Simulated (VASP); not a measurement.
**O: single point with LDA**

Crystal: O.

```
CELL_PARAMETERS angstrom
2.44399 0.00000 0.00000
-1.22199 2.11655 0.00000
0.00000 0.00000 2.52163
ATOMIC_POSITIONS crystal
O 0.33333 0.66667 0.25000
O 0.66667 0.33333 0.75000
```

```
Program             : VASP 6.6.1
Task                : single point
Functional          : LDA
Potentials or basis : VASP PAW LDA potentials, release 64 (O)
Cutoff              : 600 eV
k mesh              : 19 × 19 × 11
Occupations         : fermi-dirac, width 0.1 eV
Spin                : no spin polarisation
```

| Property | Result |
| --- | --- |
| Pressure | 32.8 GPa |
| Band gap on the k mesh | zero (bands 6 and 7 overlap by 2.24 eV) |

Stress tensor (GPa, compression positive):
```
32.68  0.00  0.00
 0.00 32.68  0.00
 0.00  0.00 32.94
```

Levels at points of the mesh, in eV from the Fermi level:
```tsv
k point	band 3	band 4	band 5	band 6	band 7	band 8	band 9	band 10
(0.00, 0.00, 0.00)	-6.56	-3.18	-3.18	0.82	0.82	3.01	16.66	17.38
```

Run time: 18 s on 1 thread of Intel(R) Xeon(R) Platinum 8375C CPU @ 2.90GHz (Ice Lake) (shared host), peak memory 0.14 GiB.

Caveat: the cell stands under pressure.
